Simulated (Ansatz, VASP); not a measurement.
**ZrSc3F2: VASP beside Ansatz**

```
CELL_PARAMETERS angstrom
3.66766 0.00000 0.00000
0.00000 3.66766 0.00000
0.00000 0.00000 8.11801
ATOMIC_POSITIONS crystal
Zr 0.00000 0.00000 0.01279
Sc 0.50000 0.50000 0.17232
Sc 0.00000 0.00000 0.42048
Sc 0.50000 0.50000 0.76643
F 0.50000 0.00000 0.58913
F 0.00000 0.50000 0.58913
```

Alike in both runs: functional PBE; k mesh 4 × 4 × 4; occupations gaussian, width 0.1 eV; no spin polarisation.

Ansatz relaxed the structure, and its values are those at the end. VASP's run is a single point on that final structure, the one shown.

|  | VASP | Ansatz |
| --- | --- | --- |
| version | VASP 6.6.1 | Ansatz 0.2.0 |
| potentials or method | VASP PAW PBE potentials, release 64 (Zr_sv, Sc_sv, F), cutoff 520 eV | scalar-relativistic, plane waves, PAW |
| valence electrons in the cell | 59 | 59 |

Ansatz gave:

* gap on the k mesh at the Fermi level (eV): none
* pressure (GPa): 0.1
* rms of the force components (eV/Å): 0.015

**Question.** Which values does VASP return?

**Answer.** gap on the k mesh at the Fermi level (eV): none; pressure (GPa): 0.2; rms of the force components (eV/Å): 0.019.

A gap of «none» marks a metal or a gap that the smearing closes. The functional is the same, so the differences come from potentials, cutoffs and numerics.

The k mesh is coarse, so the values compare programs but aren't converged.
